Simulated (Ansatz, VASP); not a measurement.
Co: VASP beside Ansatz

```
CELL_PARAMETERS angstrom
0.00000 1.76017 1.76017
1.76017 0.00000 1.76017
1.76017 1.76017 0.00000
ATOMIC_POSITIONS crystal
Co 0.00000 0.00000 0.00000
```

Alike in both runs: task single point; functional r2SCAN; k mesh 20 × 20 × 20; occupations gaussian, width 0.1 eV; collinear spin.

```csv
,VASP,Ansatz
version,VASP 6.6.1,Ansatz 0.2.0
potentials or method,"VASP PAW PBE potentials, release 64 (Co), cutoff 520 eV","scalar-relativistic, plane waves, PAW"
valence electrons in the cell,9,17
```

VASP gave:

* gap on the k mesh at the Fermi level (eV): none
* pressure (GPa): -1.5
* net moment per atom (μB): 1.83
* size of the moment on the site where the two differ most (μB): 1.89

Q: Estimate Ansatz's values.

A: gap on the k mesh at the Fermi level (eV): none; pressure (GPa): -1.5; net moment per atom (μB): 1.84; size of the moment on the site where the two differ most (μB): 1.95.

VASP's potentials were made for PBE, not for r2SCAN. Site moments also hang on the region over which each program counts them. A gap of «none» marks a metal or a gap that the smearing closes. VASP's potentials hold 9 valence electrons a cell and Ansatz's 17, so a difference there can come from the potentials and not from the codes. Ansatz's warnings: stability check not made.
